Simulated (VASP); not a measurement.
# NaLa (P-6m2) in VASP: further runs

The runs below take NaLa through single point, relaxation of cell and atoms, with PBE, revPBE+D3(BJ).

All numbers are computed with VASP 6.6.1; they aren't measurements. Logs are shortened: lines on timing, memory, paths and dates and some standing lists are left out, and cuts for length are marked.

## (1) The cell of the first run

The structure is hexagonal, space group P-6m2 (No. 187). Conventional cell: a = 3.606 Å, b = 3.606 Å, c = 6.484 Å, α = 90.00°, β = 90.00°, γ = 120.00°. Within 4.7 Å of La (site symmetry -6m2) lie 6 La at 3.61 Å and 6 Na at 3.85 Å. Within 4.7 Å of Na (site symmetry -6m2) lie 6 Na at 3.61 Å and 6 La at 3.85 Å.

## (2) Single point, PBE

INCAR reads:

```
SYSTEM = NaLa
  PREC = Accurate
  ENCUT = 520
  EDIFF = 1E-6
  ISMEAR = -1
  SIGMA = 0.05
  LREAL = .False.
  LASPH = .True.
  NELM = 100
  ALGO = Normal
  ISIF = 2
  LWAVE = .False.
  LCHARG = .True.
  GGA = PE
  LELF = .True.
  LVHAR = .True.
  NBANDS = 16
```

KPOINTS reads:

```
regular mesh
0
Gamma
  14 14 7
  0 0 0
```

POSCAR reads:

```
NaLa
1.0
    3.6062507687      0.0000000000      0.0000000000
   -1.8031253843      3.1231047781      0.0000000000
    0.0000000000      0.0000000000      6.4837820000
La Na
1 1
Direct
    0.3333333333      0.6666666667      0.5000000000
    0.0000000000      0.0000000000      0.0000000000
```

Potentials or basis: VASP PAW PBE potentials, release 64 (La, Na_pv).

Started as:

```
> cat potpaw_PBE.64/La/POTCAR potpaw_PBE.64/Na_pv/POTCAR > POTCAR
> mpirun -np 1 vasp_std > vasp.out
```

OUTCAR:

```text
SYSTEM = NaLa
   PREC = Accurate
   ENCUT = 520
   EDIFF = 1E-6
   ISMEAR = -1
   LREAL = .False.
   LASPH = .True.
   NELM = 100
   ISIF = 2
   GGA = PE

 ion  position               nearest neighbor table
   1  0.333  0.667  0.500-
   2  0.000  0.000  0.000-

  LATTYP: Found a hexagonal cell.
 ALAT       =     3.6062507687
 C/A-ratio  =     1.7979287675

  Lattice vectors:

 A1 = (   3.6062507687,   0.0000000000,   0.0000000000)
 A2 = (  -1.8031253843,   3.1231047781,   0.0000000000)
 A3 = (   0.0000000000,   0.0000000000,   6.4837820000)

Analysis of symmetry for initial positions (statically):
=====================================================================
 Subroutine PRICEL returns:
 Original cell was already a primitive cell.

 Routine SETGRP: Setting up the symmetry group for a
 hexagonal supercell.

 Subroutine GETGRP returns: Found 12 space group operations
 (whereof 12 operations were pure point group operations)
 out of a pool of 24 trial point group operations.

The static configuration has the point symmetry D_3h.

Analysis of symmetry for dynamics (positions and initial velocities):
=====================================================================
 Subroutine PRICEL returns:
 Original cell was already a primitive cell.

 Routine SETGRP: Setting up the symmetry group for a
 hexagonal supercell.

 Subroutine GETGRP returns: Found 12 space group operations
 (whereof 12 operations were pure point group operations)
 out of a pool of 24 trial point group operations.

The dynamic configuration has the point symmetry D_3h.

 Subroutine INISYM returns: Found 12 space group operations
 (whereof 12 operations are pure point group operations),
 and found     1 'primitive' translations

----------------------------------------------------------------------------------------

                                     Primitive cell

  volume of cell :      73.0249

  direct lattice vectors                    reciprocal lattice vectors
     3.606250769  0.000000000  0.000000000     0.277296301  0.160097094  0.000000000
    -1.803125384  3.123104778  0.000000000     0.000000000  0.320194188  0.000000000
     0.000000000  0.000000000  6.483782000     0.000000000  0.000000000  0.154230972

  length of vectors
     3.606250769  3.606250769  6.483782000     0.320194188  0.320194188  0.154230972

  position of ions in fractional coordinates (direct lattice)
     0.333333333  0.666666667  0.500000000
     0.000000000  0.000000000  0.000000000

  ion indices of the primitive-cell ions
   primitive index   ion index
                 1           1
                 2           2

----------------------------------------------------------------------------------------

 KPOINTS: regular mesh

Automatic generation of k-mesh.
 Grid dimensions read from file:
 generate k-points for:   14   14    7

 Generating k-lattice:

  Cartesian coordinates                     Fractional coordinates (reciprocal lattice)
     0.019806879  0.011435507  0.000000000     0.071428571  0.000000000  0.000000000
     0.000000000  0.022871013  0.000000000     0.000000000  0.071428571  0.000000000
     0.000000000  0.000000000  0.022032996     0.000000000  0.000000000  0.142857143

  Length of vectors
     0.022871013  0.022871013  0.022032996

  Shift w.r.t. Gamma in fractional coordinates (k-lattice)
     0.000000000  0.000000000  0.000000000

 Subroutine IBZKPT returns following result:
 ===========================================

 Found     96 irreducible k-points:

 Following reciprocal coordinates:
            Coordinates               Weight
  0.000000  0.000000  0.000000      1.000000
  0.071429  0.000000  0.000000      6.000000
  0.142857  0.000000  0.000000      6.000000
  0.214286  0.000000  0.000000      6.000000
  0.285714  0.000000  0.000000      6.000000
  0.357143  0.000000  0.000000      6.000000
[... 16 lines left out ...]
  0.285714  0.285714  0.000000      6.000000
  0.357143  0.285714  0.000000      6.000000
 [... further k-points ...]
   k-points           NKPTS =     96   k-points in BZ     NKDIM =     96   number of bands    NBANDS=     16
   number of dos      NEDOS =    301   number of ions     NIONS =      2
   total plane-waves  NPLWV =  37632
   dimension x,y,z NGX =    28 NGY =   28 NGZ =   48
   dimension x,y,z NGXF=    56 NGYF=   56 NGZF=   96
   ions per type =               1   1
   NGX,Y,Z   is equivalent  to a cutoff of  12.91, 12.91, 12.31 a.u.
   NGXF,Y,Z  is equivalent  to a cutoff of  25.82, 25.82, 24.61 a.u.
 SYSTEM =  NaLa
   PREC   = accura    normal or accurate (medium, high low for compatibility)
   ISTART =      0    job   : 0-new  1-cont  2-samecut
   ICHARG =      2    charge: 1-file 2-atom 10-const
   ISPIN  =      1    spin polarized calculation?
   LNONCOLLINEAR =      F non collinear calculations
   LSORBIT =      F    spin-orbit coupling
   LASPH  =      T    aspherical Exc in radial PAW
   ENCUT  =  520.0 eV  38.22 Ry    6.18 a.u.   6.71  6.71 12.06*2*pi/ulx,y,z
   NELM   =    100;   NELMIN=  2; NELMDL= -5     # of ELM steps
   EDIFF  = 0.1E-05   stopping-criterion for ELM
   LREAL  =      F    real-space projection
   EDIFFG = 0.1E-04   stopping-criterion for IOM
   NSW    =      0    number of steps for IOM
   IBRION =     -1    ionic relax: 0-MD 1-quasi-New 2-CG
   NFREE  =      0    steps in history (QN), initial steepest desc. (CG)
   ISIF   =      2    stress and relaxation
   ISYM   =      2    0-nonsym 1-usesym 2-fastsym
   POTIM  = 0.5000    time-step for ionic-motion
   TEBEG  =    0.0;   TEEND  =   0.0 temperature during run
   PSTRESS=    0.0 pullay stress
   NELECT =      18.0000    total number of electrons
   NUPDOWN=      -1.0000    fix difference up-down
   EMIN   =  10.00;   EMAX   =-10.00  energy-range for DOS
   EFERMI =   0.00;   METHOD = LEGACY
   ISMEAR =    -1;   SIGMA  =   0.05  broadening in eV -4-tet -1-fermi 0-gaus
   EFERMI_NEDOS =   21; number of points for ismear=-14 and -15
   IALGO  =     38    algorithm
   IMIX   =      4    mixing-type and parameters
     AMIX     =   0.40;   BMIX     =  1.00
     AMIX_MAG =   1.60;   BMIX_MAG =  1.00
  volume/ion in A,a.u.               =      36.51       246.40
  Fermi-wavevector in a.u.,A,eV,Ry     =   1.026460  1.939728 14.335373  1.053620
  Thomas-Fermi vector in A             =   2.160354
   LORBIT       =      0    0 simple, 1 ext, 2 COOP (PROOUT), +10 PAW based schemes
   GGA     = PE    functional components
   LHFCALC =     F    Hartree Fock is set to
   AEXX    =    0.0000 exact exchange contribution
   IVDW    =     0    specifies the selected vdW correction
   LEPSILON=     F    determine dielectric tensor
   LRPA    =     F    only Hartree local field effects (RPA)
 non-spin polarized calculation
  energy-cutoff  :      520.00
  volume of cell :       73.02
 maximum number of plane-waves:      1998
 NGX is ok and might be reduce to    28
   NGX = 13   NGY = 13   NGZ = 25

 number of electron      17.9999986 magnetization

 Free energy of the ion-electron system (eV)
  ---------------------------------------------------
  ext. energy  EPLUGINS =         0.00000000
  ---------------------------------------------------
  free energy    TOTEN  =        -5.85780422 eV

  energy without entropy =       -5.83841248  energy(sigma->0) =       -5.84810835

 E-fermi :   4.1493     XC(G=0):  -8.1424

 val. band max:        4.1385346265   @ k =   0.2857   0.2143   0.2857
 cond. band min:       4.1658662672   @ k =   0.3571   0.2857   0.0000
 fundamental gap:      0.0273316407
 Fermi energy:         4.1492632064

 k-point     1 :       0.0000    0.0000    0.0000
  band No.  band energies     occupation
      1     -28.9334      2.00000
      2     -20.2517      2.00000
      3     -20.2513      2.00000
      4     -20.2513      2.00000
      5     -12.7219      2.00000
      6     -11.8553      2.00000
[... 8 lines left out ...]
     15       5.9259      0.00000
     16       5.9260      0.00000

 k-point     2 :       0.0714    0.0000    0.0000
  band No.  band energies     occupation
      1     -28.9241      2.00000
      2     -20.2533      2.00000
      3     -20.2517      2.00000
      4     -20.2514      2.00000
      5     -12.7103      2.00000
      6     -11.9340      2.00000
[... 8 lines left out ...]
     15       5.8717      0.00000
     16       5.9822      0.00000

 k-point     3 :       0.1429    0.0000    0.0000
  band No.  band energies     occupation
      1     -28.8977      2.00000
      2     -20.2589      2.00000
      3     -20.2531      2.00000
      4     -20.2505      2.00000
      5     -12.6776      2.00000
      6     -12.1480      2.00000
[... 8 lines left out ...]
     15       5.8936      0.00000
     16       5.9972      0.00000

 k-point     4 :       0.2143    0.0000    0.0000
  band No.  band energies     occupation
      1     -28.8592      2.00000
      2     -20.2669      2.00000
      3     -20.2550      2.00000
      4     -20.2492      2.00000
      5     -12.6298      2.00000
      6     -12.4428      2.00000
[... 8 lines left out ...]
     15       5.9369      0.00000
     16       5.9819      0.00000
[... 324 lines left out ...]
 k-point    22 :       0.3571    0.2143    0.0000
  band No.  band energies     occupation
      1     -28.7237      2.00000
      2     -20.2858      2.00000
      3     -20.2703      2.00000
      4     -20.2448      2.00000
      5     -13.0761      2.00000
      6     -12.5431      2.00000
[... 8 lines left out ...]
     15       5.9390      0.00000
     16       5.9866      0.00000

 k-point    23 :       0.2857    0.2857    0.0000
  band No.  band energies     occupation
      1     -28.7215      2.00000
      2     -20.2835      2.00000
      3     -20.2731      2.00000
      4     -20.2448      2.00000
      5     -13.0001      2.00000
      6     -12.6467      2.00000
[... 8 lines left out ...]
     15       5.8571      0.00000
     16       5.9830      0.00000

 k-point    24 :       0.3571    0.2857    0.0000
  band No.  band energies     occupation
      1     -28.7153      2.00000
      2     -20.2821      2.00000
      3     -20.2760      2.00000
      4     -20.2446      2.00000
      5     -12.9558      2.00000
      6     -12.7468      2.00000
[... 8 lines left out ...]
     15       5.7816      0.00000
     16       5.9860      0.00000

 [... further k-points ...]

------------------------ aborting loop because EDIFF is reached ----------------------------------------

  FORCE on cell =-STRESS in cart. coord.  units (eV):
  Direction    XX          YY          ZZ          XY          YZ          ZX
  --------------------------------------------------------------------------------------
  -------------------------------------------------------------------------------------
  Total       -0.0914247     -0.0914247      0.0401808     -0.0000000      0.0000000      0.0000000
  in kB       -2.0058719     -2.0058719      0.8815732     -0.0000000      0.0000000      0.0000000
  external PRESSURE =      -1.0433902 kB  Pullay stress =       0.0000000 kB

 VOLUME and BASIS-vectors are now :
 -----------------------------------------------------------------------------
  energy-cutoff  :      520.00
  volume of cell :       73.02
      direct lattice vectors                 reciprocal lattice vectors
     3.606250769  0.000000000  0.000000000     0.277296301  0.160097094  0.000000000
    -1.803125384  3.123104778  0.000000000     0.000000000  0.320194188  0.000000000
     0.000000000  0.000000000  6.483782000     0.000000000  0.000000000  0.154230972

 POSITION                                       TOTAL-FORCE (eV/Angst)
 -----------------------------------------------------------------------------------
     -0.00000      2.08207      3.24189         0.000000      0.000000      0.000000
      0.00000      0.00000      0.00000         0.000000      0.000000      0.000000
 -----------------------------------------------------------------------------------
    total drift:                                0.000000     -0.000000     -0.000000

  FREE ENERGIE OF THE ION-ELECTRON SYSTEM (eV)
  ---------------------------------------------------
  free  energy   TOTEN  =        -5.8578042208 eV

  energy  without entropy=       -5.8384124770  energy(sigma->0) =       -5.84810835
```

Wall time 1.8 min (1 thread of Intel Xeon Platinum 8259CL at 2.50GHz (Skylake/Cascade Lake), shared host); peak memory 0.28 GiB.

Results:

| Quantity | Value |
| --- | --- |
| Free energy | -5.8578 eV |
| Pressure | -0.1 GPa |
| Band gap on the k mesh | zero (bands 9 and 10 overlap by 0.85 eV) |

Caveat: spin-orbit coupling is left out, which moves the levels of the heavy elements.

## (3) Relaxation of cell and atoms, revPBE+D3(BJ), non-collinear spin, zero start, spin-orbit coupling

INCAR reads:

```
PREC     = Accurate       # precision mode
ENCUT    = 600            # plane-wave cutoff, eV
EDIFF    = 1E-6           # SCF threshold, eV
ISMEAR   = 1              # smearing method
SIGMA    = 0.2            # smearing width, eV
LREAL    = False          # projectors in reciprocal space
LASPH    = True           # aspherical terms in the spheres
NELM     = 150            # most SCF steps
ALGO     = Normal         # electronic algorithm
ISIF     = 3              # what is computed and relaxed
LWAVE    = False          # write WAVECAR
LCHARG   = False          # write CHGCAR
LNONCOLLINEAR= True           # non-collinear magnetism
MAGMOM   = 0 0 0 0 0 0    # initial moments
LORBIT   = 11             # projections on sites
LSORBIT  = True           # spin-orbit coupling
GGA_COMPAT= False        
LORBMOM  = True         
LMAXMIX  = 6              # l up to which the mixer works
GGA      = RE             # functional
IVDW     = 12             # dispersion correction
IBRION   = 2              # ionic algorithm
NSW      = 80             # ionic steps
EDIFFG   = -0.02          # ionic threshold
```

KPOINTS reads:

```
regular mesh
0
Gamma
  7 7 3
```

POSCAR reads:

```
NaLa
1.0
    3.6062507700      0.0000000000      0.0000000000
   -1.8031253850      3.1231047792      0.0000000000
    0.0000000000      0.0000000000      6.4837820000
La Na
1 1
Direct
    0.0000000000      0.0000000000      0.5000000000
    0.6666666667      0.3333333333      0.0000000000
```

Potentials or basis: VASP PAW PBE potentials, release 64 (La, Na_pv).

Started as:

```
> cat potpaw_PBE.64/La/POTCAR potpaw_PBE.64/Na_pv/POTCAR > POTCAR
> mpirun -np 1 vasp_ncl > vasp.out
```

Wall time 21 min (1 thread of Intel Xeon 8259CL, shared host); peak memory 0.48 GiB.

It converged, with:

| Item | Value |
| --- | --- |
| Free energy | -6.7677 eV |
| Relaxed volume | 33.08 Å³/atom |
| Relaxed cell | a = 3.484 Å, b = 3.484 Å, c = 6.295 Å, α = 90.00°, β = 90.00°, γ = 120.00° |
| Space group after relaxing (to 0.1 Å) | P-6m2 (No. 187) |
| Energy gained by relaxing | 21.0 meV/atom |
| Ionic steps | 7 |
| Pressure after relaxing | 0.0 GPa |
| Net moment | 0.00 μB per cell |
| Valence electrons inside the program's atomic spheres | La 8.66; Na 6.09 |
| Dispersion energy per atom | -0.518 eV |

The path:
```
step  energy change (eV)  largest force (eV/Å)  pressure (GPa)  volume (Å³)
   1              0.0000                0.0000           -1.75        73.02
   2             -0.0346                0.0000           -0.83        68.89
   3             -0.0418                0.0000           -0.07        66.32
   4             -0.0418                0.0000            0.04        66.16
   5             -0.0420                0.0000           -0.05        66.26
   6             -0.0420                0.0000           -0.08        66.31
   7             -0.0421                0.0000           -0.01        66.17
```

Final structure:
```
CELL_PARAMETERS angstrom
3.48376 0.00000 0.00000
-1.74188 3.01702 0.00000
0.00000 0.00000 6.29518
ATOMIC_POSITIONS crystal
La 0.00000 0.00000 0.50000
Na 0.66667 0.33333 0.00000
```

Moments on the atoms (μB; x, y, z):
```
La  0.00 0.00 0.00
Na  0.00 0.00 0.00
```

Caveat: the PAW data sets were made with another functional, which shifts forces and pressure a little.

The gap in the log of VASP goes by the Fermi energy; the results here count the filled bands.